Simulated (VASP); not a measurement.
Here is a VASP 6.6.1 calculation.

The input INCAR:

```
SYSTEM = P
ALGO = Normal
EDIFF = 1E-7
ENCUT = 520
GGA = PE
ISIF = 2
ISMEAR = -1
LASPH = .True.
LCHARG = .False.
LREAL = .False.
LWAVE = .False.
NBANDS = 8
NELM = 80
PREC = Accurate
SIGMA = 0.05
```

File KPOINTS:

```
k-points
0
Gamma
  18 18 17
  0 0 0
```

Contents of POSCAR:

```
P
1.0
    2.3122596913      0.0000000000      0.0000000000
   -1.1561298457      2.0024756328      0.0000000000
    0.0000000000      0.0000000000      2.1644698320
P
1
Direct
    0.0000000000      0.0000000000      0.0000000000
```

Potentials or basis: VASP PAW PBE potentials, release 64 (P).

The run is started by

```bash
$ cat potpaw_PBE.64/P/POTCAR > POTCAR
$ mpirun -np 1 vasp_std > vasp.out
```

Task: Predict the pressure.

Result: 72.1 GPa.
